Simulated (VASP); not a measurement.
Input of a VASP 6.6.1 run:

Contents of INCAR:

```
ALGO = Normal
EDIFF = 1E-6
ENCUT = 520
GGA = PE
ISIF = 2
ISMEAR = 0
LASPH = T
LCHARG = F
LREAL = F
LWAVE = F
NBANDS = 16
NELM = 100
PREC = Accurate
SIGMA = 0.05
```

File KPOINTS:

```
k-points
0
Gamma
  9 9 6
```

POSCAR

```
MgO
1.0
    3.3152854007      0.0000000000      0.0000000000
   -1.6576427004      2.8711213778      0.0000000000
    0.0000000000      0.0000000000      5.1215474231
Mg O
2 2
Direct
    0.3350912710      0.6926843755      0.0063188067
    0.6649087290      0.3073156245      0.5063188067
    0.3317090913      0.6426276703      0.3982811933
    0.6682909087      0.3573723297      0.8982811933
```

Potentials or basis: VASP PAW PBE potentials, release 64 (Mg, O).

The run is started by

```bash
$ cat potpaw_PBE.64/Mg/POTCAR potpaw_PBE.64/O/POTCAR > POTCAR
$ mpirun -np 1 vasp_std > vasp.out
```

**Question.** Estimate the largest force.

**Answer.** 0.266 eV/Å.

**Question.** Predict the pressure.

**Answer.** -0.6 GPa.

Forces on the atoms (eV/Å):
```
Mg   0.099 -0.244  0.037
Mg  -0.099  0.244  0.037
O   -0.081  0.135 -0.037
O    0.081 -0.135 -0.037
```

Caveat: the cell differs from its parent crystal (atoms displaced along a vibrational mode).
